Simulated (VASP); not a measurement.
# CaSe in VASP: a series of runs

The runs below take CaSe through electric field gradients, with LDA.

Everything below comes from runs of VASP 6.6.1. Logs are shortened: lines on timing, memory, paths and dates and some standing lists are left out, and cuts for length are marked.

## 1. The cell of the first run

Symmetry: I4/mmm, No. 139, tetragonal system. The conventional cell has a = 4.222 Å, b = 4.222 Å, c = 5.881 Å, α = 90.00°, β = 90.00°, γ = 90.00°. Ca (site symmetry 4/mmm) has 6 Se at 2.94 to 2.99 Å within 3.9 Å. Within 3.9 Å of Se (site symmetry 4/mmm) lie 6 Ca at 2.94 to 2.99 Å.

## 2. Electric field gradients, LDA (z stretched by -1 % at fixed volume)

Input file INCAR:

```
PREC = Accurate
ENCUT = 520
EDIFF = 1E-8
ISMEAR = -1
SIGMA = 0.03
LREAL = False
LASPH = True
NELM = 100
ALGO = Normal
ISIF = 2
LWAVE = False
LCHARG = False
LEFG = True
NBANDS = 15
```

Input file KPOINTS:

```
Automatic mesh
0
Gamma
  9 9 9
```

Input file POSCAR:

```
CaSe
1.0
    0.0000000000      2.9852016162      2.9405357242
    2.9852016162      0.0000000000      2.9405357242
    2.9852016162      2.9852016162      0.0000000000
Ca Se
1 1
Direct
    0.0000000000      0.0000000000      0.0000000000
    0.5000000000      0.5000000000      0.5000000000
```

Potentials or basis: VASP PAW LDA potentials, release 64 (Ca_sv, Se).

Launch:

```console
> cat potpaw_LDA.64/Ca_sv/POTCAR potpaw_LDA.64/Se/POTCAR > POTCAR
> mpirun -np 1 vasp_std > vasp.out
```

OUTCAR:

```text
PREC = Accurate
   ENCUT = 520
   EDIFF = 1E-8
   ISMEAR = -1
   LREAL = False
   LASPH = True
   NELM = 100
   ISIF = 2

 ion  position               nearest neighbor table
   1  0.000  0.000  0.000-   2 2.94   2 2.94
   2  0.500  0.500  0.500-   1 2.94   1 2.94

  LATTYP: Found a body centered tetragonal cell.
 ALAT       =     4.2217126120
 C/A-ratio  =     1.3930534806

  Lattice vectors:

 A1 = (   0.0000000000,  -2.9852016162,  -2.9405357242)
 A2 = (   0.0000000000,   2.9852016162,  -2.9405357242)
 A3 = (   2.9852016162,   0.0000000000,   2.9405357242)

Analysis of symmetry for initial positions (statically):
=====================================================================
 Subroutine PRICEL returns:
 Original cell was already a primitive cell.

 Routine SETGRP: Setting up the symmetry group for a
 body centered tetragonal supercell.

 Subroutine GETGRP returns: Found 16 space group operations
 (whereof 16 operations were pure point group operations)
 out of a pool of 16 trial point group operations.

The static configuration has the point symmetry D_4h.

Analysis of symmetry for dynamics (positions and initial velocities):
=====================================================================
 Subroutine PRICEL returns:
 Original cell was already a primitive cell.

 Routine SETGRP: Setting up the symmetry group for a
 body centered tetragonal supercell.

 Subroutine GETGRP returns: Found 16 space group operations
 (whereof 16 operations were pure point group operations)
 out of a pool of 16 trial point group operations.

The dynamic configuration has the point symmetry D_4h.

 Subroutine INISYM returns: Found 16 space group operations
 (whereof 16 operations are pure point group operations),
 and found     1 'primitive' translations

----------------------------------------------------------------------------------------

                                     Primitive cell

  volume of cell :      52.4087

  direct lattice vectors                    reciprocal lattice vectors
     0.000000000  2.985201616  2.940535724    -0.167492875  0.167492875  0.170037043
     2.985201616  0.000000000  2.940535724     0.167492875 -0.167492875  0.170037043
     2.985201616  2.985201616  0.000000000     0.167492875  0.167492875 -0.170037043

  length of vectors
     4.190248087  4.190248087  4.221712612     0.291582445  0.291582445  0.291582445

  position of ions in fractional coordinates (direct lattice)
     0.000000000  0.000000000  0.000000000
     0.500000000  0.500000000  0.500000000

  ion indices of the primitive-cell ions
   primitive index   ion index
                 1           1
                 2           2

----------------------------------------------------------------------------------------

 KPOINTS: Automatic mesh

Automatic generation of k-mesh.
 Grid dimensions read from file:
 generate k-points for:    9    9    9

 Generating k-lattice:

  Cartesian coordinates                     Fractional coordinates (reciprocal lattice)
    -0.018610319  0.018610319  0.018893005     0.111111111  0.000000000  0.000000000
     0.018610319 -0.018610319  0.018893005     0.000000000  0.111111111  0.000000000
     0.018610319  0.018610319 -0.018893005    -0.000000000 -0.000000000  0.111111111

  Length of vectors
     0.032398049  0.032398049  0.032398049

  Shift w.r.t. Gamma in fractional coordinates (k-lattice)
     0.000000000  0.000000000  0.000000000

 Subroutine IBZKPT returns following result:
 ===========================================

 Found     75 irreducible k-points:

 Following reciprocal coordinates:
            Coordinates               Weight
  0.000000  0.000000  0.000000      1.000000
  0.111111  0.000000  0.000000      8.000000
  0.222222  0.000000  0.000000      8.000000
  0.333333 -0.000000  0.000000      8.000000
  0.444444  0.000000  0.000000      8.000000
  0.111111  0.111111  0.000000      2.000000
[... 16 lines left out ...]
 -0.333333  0.333333  0.000000      4.000000
  0.444444  0.444444  0.000000      2.000000
 [... further k-points ...]
   k-points           NKPTS =     75   k-points in BZ     NKDIM =     75   number of bands    NBANDS=     15
   number of dos      NEDOS =    301   number of ions     NIONS =      2
   total plane-waves  NPLWV =  32768
   dimension x,y,z NGX =    32 NGY =   32 NGZ =   32
   dimension x,y,z NGXF=    64 NGYF=   64 NGZF=   64
   ions per type =               1   1
   NGX,Y,Z   is equivalent  to a cutoff of  12.70, 12.70, 12.60 a.u.
   NGXF,Y,Z  is equivalent  to a cutoff of  25.39, 25.39, 25.20 a.u.
 SYSTEM =  unknown system
   PREC   = accura    normal or accurate (medium, high low for compatibility)
   ISTART =      0    job   : 0-new  1-cont  2-samecut
   ICHARG =      2    charge: 1-file 2-atom 10-const
   ISPIN  =      1    spin polarized calculation?
   LNONCOLLINEAR =      F non collinear calculations
   LSORBIT =      F    spin-orbit coupling
   LASPH  =      T    aspherical Exc in radial PAW
   ENCUT  =  520.0 eV  38.22 Ry    6.18 a.u.   7.79  7.79  7.85*2*pi/ulx,y,z
   NELM   =    100;   NELMIN=  2; NELMDL= -5     # of ELM steps
   EDIFF  = 0.1E-07   stopping-criterion for ELM
   LREAL  =      F    real-space projection
   EDIFFG = 0.1E-06   stopping-criterion for IOM
   NSW    =      0    number of steps for IOM
   IBRION =     -1    ionic relax: 0-MD 1-quasi-New 2-CG
   NFREE  =      0    steps in history (QN), initial steepest desc. (CG)
   ISIF   =      2    stress and relaxation
   ISYM   =      2    0-nonsym 1-usesym 2-fastsym
   POTIM  = 0.5000    time-step for ionic-motion
   TEBEG  =    0.0;   TEEND  =   0.0 temperature during run
   PSTRESS=    0.0 pullay stress
   NELECT =      16.0000    total number of electrons
   NUPDOWN=      -1.0000    fix difference up-down
   EMIN   =  10.00;   EMAX   =-10.00  energy-range for DOS
   EFERMI =   0.00;   METHOD = LEGACY
   ISMEAR =    -1;   SIGMA  =   0.03  broadening in eV -4-tet -1-fermi 0-gaus
   EFERMI_NEDOS =   21; number of points for ismear=-14 and -15
   IALGO  =     38    algorithm
   IMIX   =      4    mixing-type and parameters
     AMIX     =   0.40;   BMIX     =  1.00
     AMIX_MAG =   1.60;   BMIX_MAG =  1.00
  volume/ion in A,a.u.               =      26.20       176.84
  Fermi-wavevector in a.u.,A,eV,Ry     =   1.102335  2.083111 16.533014  1.215142
  Thomas-Fermi vector in A             =   2.238776
   LORBIT       =      0    0 simple, 1 ext, 2 COOP (PROOUT), +10 PAW based schemes
   GGA     = CA    functional components
   LHFCALC =     F    Hartree Fock is set to
   AEXX    =    0.0000 exact exchange contribution
   IVDW    =     0    specifies the selected vdW correction
   LEPSILON=     F    determine dielectric tensor
   LRPA    =     F    only Hartree local field effects (RPA)
 non-spin polarized calculation
  energy-cutoff  :      520.00
  volume of cell :       52.41
 maximum number of plane-waves:      1427
   NGX = 15   NGY = 15   NGZ = 15

 number of electron      15.9999999 magnetization

 Free energy of the ion-electron system (eV)
  ---------------------------------------------------
  ext. energy  EPLUGINS =         0.00000000
  ---------------------------------------------------
  free energy    TOTEN  =       -10.54035863 eV

  energy without entropy =      -10.54035863  energy(sigma->0) =      -10.54035863

 E-fermi :   2.8607     XC(G=0):  -9.4430

 val. band max:        2.2622616645   @ k =   0.0000   0.0000   0.0000
 cond. band min:       4.1846142780   @ k =   0.4444   0.4444   0.0000
 fundamental gap:      1.9223526134
 Fermi energy:         2.8606807935

 k-point     1 :       0.0000    0.0000    0.0000
  band No.  band energies     occupation
      1     -37.0555      2.00000
      2     -18.3449      2.00000
      3     -18.3449      2.00000
      4     -18.3422      2.00000
      5      -9.5370      2.00000
      6       2.2567      2.00000
      7       2.2567      2.00000
      8       2.2623      2.00000
      9       5.2861      0.00000
     10       5.7768      0.00000
     11       5.7768      0.00000
     12       5.8733      0.00000
     13       6.3780      0.00000
     14       6.4427      0.00000
[... 401 lines left out ...]
      2     -18.4249      2.00000
      3     -18.3789      2.00000
      4     -18.3789      2.00000
      5      -8.9694      2.00000
      6      -0.2364      2.00000
      7       1.3063      2.00000
      8       1.3063      2.00000
      9       4.1846      0.00000
     10       7.0703      0.00000
     11       7.1582      0.00000
     12       8.1008      0.00000
     13       8.1008      0.00000
     14       8.1885      0.00000
     15      12.1156      0.00000

 [... further k-points ...]

------------------------ aborting loop because EDIFF is reached ----------------------------------------

  FORCE on cell =-STRESS in cart. coord.  units (eV):
  Direction    XX          YY          ZZ          XY          YZ          ZX
  --------------------------------------------------------------------------------------
  -------------------------------------------------------------------------------------
  Total       -1.2764182     -1.2764182     -0.8792634      0.0000000     -0.0000000     -0.0000000
  in kB      -39.0211250    -39.0211250    -26.8797847      0.0000000     -0.0000000     -0.0000000
  external PRESSURE =     -34.9740116 kB  Pullay stress =       0.0000000 kB

 VOLUME and BASIS-vectors are now :
 -----------------------------------------------------------------------------
  energy-cutoff  :      520.00
  volume of cell :       52.41
      direct lattice vectors                 reciprocal lattice vectors
     0.000000000  2.985201616  2.940535724    -0.167492875  0.167492875  0.170037043
     2.985201616  0.000000000  2.940535724     0.167492875 -0.167492875  0.170037043
     2.985201616  2.985201616  0.000000000     0.167492875  0.167492875 -0.170037043

 POSITION                                       TOTAL-FORCE (eV/Angst)
 -----------------------------------------------------------------------------------
      0.00000      0.00000      0.00000        -0.000000      0.000000      0.000000
      2.98520      2.98520      2.94054         0.000000     -0.000000     -0.000000
 -----------------------------------------------------------------------------------
    total drift:                                0.000000     -0.000000     -0.000000

  FREE ENERGIE OF THE ION-ELECTRON SYSTEM (eV)
  ---------------------------------------------------
  free  energy   TOTEN  =       -10.5403586292 eV

  energy  without entropy=      -10.5403586292  energy(sigma->0) =      -10.54035863

 Electric field gradients (V/A^2)
---------------------------------------------------------------------
 ion       V_xx      V_yy      V_zz      V_xy      V_xz      V_yz
---------------------------------------------------------------------
   1       2.612     2.612    -5.224     0.000     0.000     0.000
   2       4.994     4.994    -9.987     0.000     0.000     0.000
---------------------------------------------------------------------

 Electric field gradients after diagonalization (V/A^2)
 (convention: |V_zz| > |V_xx| > |V_yy|)
----------------------------------------------------------------------
 ion       V_xx      V_yy      V_zz     asymmetry (V_yy - V_xx)/ V_zz
----------------------------------------------------------------------
   1       2.612     2.612    -5.224       0.000
   2       4.994     4.993    -9.987       0.000
----------------------------------------------------------------------

           NMR quadrupolar parameters

 Cq : quadrupolar parameter    Cq=e*Q*V_zz/h
 eta: asymmetry parameters     (V_yy - V_xx)/ V_zz
 Q  : nuclear electric quadrupole moment in mb (millibarn)
----------------------------------------------------------------------
 ion       Cq(MHz)       eta       Q (mb)
----------------------------------------------------------------------
   1      -0.013       0.000       1.000
   2      -0.024       0.000       1.000
----------------------------------------------------------------------
```

It took 22 s on 1 thread of Intel Xeon Platinum 8488C (Sapphire Rapids), shared host; peak memory 0.19 GiB.

Results:

```yaml
Free_energy: -10.5404 eV
Pressure: -3.5 GPa
Band_gap_on_the_k_mesh: 1.92 eV (least direct gap 2.82 eV)
Largest_electric_field_gradient_by_atom: Ca -5.2; Se -10.0 V/Å²
```

Stress tensor (GPa, compression positive):
```
-3.90  0.00  0.00
 0.00 -3.90  0.00
 0.00  0.00 -2.69
```

Electric field gradients, principal values (V/Å²):
```csv
atom,least,middle,greatest (by size)
1 Ca,2.612,2.612,-5.224
2 Se,4.993,4.994,-9.987
```

Caveat: the cell stands under tension; without QUAD_EFG the Cq values of the log hold for a quadrupole moment of 1 mb, not for the nuclei.

## 3. Electric field gradients, LDA (z stretched by -1 % at fixed volume)

Input file INCAR:

```
SYSTEM = CaSe
  PREC = Accurate
  ENCUT = 520
  EDIFF = 1E-8
  ISMEAR = -1
  SIGMA = 0.03
  LREAL = .FALSE.
  LASPH = .TRUE.
  NELM = 60
  ALGO = Normal
  ISIF = 2
  LWAVE = .FALSE.
  LCHARG = .FALSE.
  GGA = CA
  LEFG = .TRUE.
  NBANDS = 15
```

Input file KPOINTS:

```
regular mesh
0
G
  9 9 9
  0 0 0
```

POSCAR is that of step 2.

Potentials or basis: VASP PAW LDA potentials, release 64 (Ca_sv, Se).

Launch:

```console
> cat potpaw_LDA.64/Ca_sv/POTCAR potpaw_LDA.64/Se/POTCAR > POTCAR
> mpirun -np 1 vasp_std > vasp.out
```

OUTCAR:

```text
SYSTEM = CaSe
   PREC = Accurate
   ENCUT = 520
   EDIFF = 1E-8
   ISMEAR = -1
   LREAL = .FALSE.
   LASPH = .TRUE.
   NELM = 60
   ISIF = 2
   GGA = CA

 ion  position               nearest neighbor table
   1  0.000  0.000  0.000-   2 2.94   2 2.94
   2  0.500  0.500  0.500-   1 2.94   1 2.94

  LATTYP: Found a body centered tetragonal cell.
 ALAT       =     4.2217126120
 C/A-ratio  =     1.3930534806

  Lattice vectors:

 A1 = (   0.0000000000,  -2.9852016162,  -2.9405357242)
 A2 = (   0.0000000000,   2.9852016162,  -2.9405357242)
 A3 = (   2.9852016162,   0.0000000000,   2.9405357242)

Analysis of symmetry for initial positions (statically):
=====================================================================
 Subroutine PRICEL returns:
 Original cell was already a primitive cell.

 Routine SETGRP: Setting up the symmetry group for a
[... 620 lines left out ...]
  energy-cutoff  :      520.00
  volume of cell :       52.41
      direct lattice vectors                 reciprocal lattice vectors
     0.000000000  2.985201616  2.940535724    -0.167492875  0.167492875  0.170037043
     2.985201616  0.000000000  2.940535724     0.167492875 -0.167492875  0.170037043
     2.985201616  2.985201616  0.000000000     0.167492875  0.167492875 -0.170037043

 POSITION                                       TOTAL-FORCE (eV/Angst)
 -----------------------------------------------------------------------------------
      0.00000      0.00000      0.00000        -0.000000      0.000000      0.000000
      2.98520      2.98520      2.94054         0.000000     -0.000000     -0.000000
 -----------------------------------------------------------------------------------
    total drift:                                0.000000     -0.000000     -0.000000

  FREE ENERGIE OF THE ION-ELECTRON SYSTEM (eV)
  ---------------------------------------------------
  free  energy   TOTEN  =       -10.5403586292 eV

  energy  without entropy=      -10.5403586292  energy(sigma->0) =      -10.54035863

 Electric field gradients (V/A^2)
---------------------------------------------------------------------
 ion       V_xx      V_yy      V_zz      V_xy      V_xz      V_yz
---------------------------------------------------------------------
   1       2.612     2.612    -5.224     0.000     0.000     0.000
   2       4.994     4.994    -9.987     0.000     0.000     0.000
---------------------------------------------------------------------

 Electric field gradients after diagonalization (V/A^2)
 (convention: |V_zz| > |V_xx| > |V_yy|)
----------------------------------------------------------------------
 ion       V_xx      V_yy      V_zz     asymmetry (V_yy - V_xx)/ V_zz
----------------------------------------------------------------------
   1       2.612     2.612    -5.224       0.000
   2       4.994     4.993    -9.987       0.000
----------------------------------------------------------------------

           NMR quadrupolar parameters

 Cq : quadrupolar parameter    Cq=e*Q*V_zz/h
 eta: asymmetry parameters     (V_yy - V_xx)/ V_zz
 Q  : nuclear electric quadrupole moment in mb (millibarn)
----------------------------------------------------------------------
 ion       Cq(MHz)       eta       Q (mb)
----------------------------------------------------------------------
   1      -0.013       0.000       1.000
   2      -0.024       0.000       1.000
----------------------------------------------------------------------
```

Run time: 23 s. Hardware: 1 thread of Intel Xeon Platinum 8488C (Sapphire Rapids), shared host; peak memory 0.2 GiB.

Results:

```yaml
Free_energy: -10.5404 eV
Pressure: -3.5 GPa
Band_gap_on_the_k_mesh: 1.92 eV (least direct gap 2.82 eV)
Largest_electric_field_gradient_by_atom: Ca -5.2; Se -10.0 V/Å²
```

Stress tensor (GPa, compression positive):
```
-3.90  0.00  0.00
 0.00 -3.90  0.00
 0.00  0.00 -2.69
```

Electric field gradients, principal values (V/Å²):
```tsv
atom	least	middle	greatest (by size)
1 Ca	2.612	2.612	-5.224
2 Se	4.993	4.994	-9.987
```

Caveat: the cell stands under tension; without QUAD_EFG the Cq values of the log hold for a quadrupole moment of 1 mb, not for the nuclei. A k mesh can miss the band edges.

(Continued in part 2 of 2.)
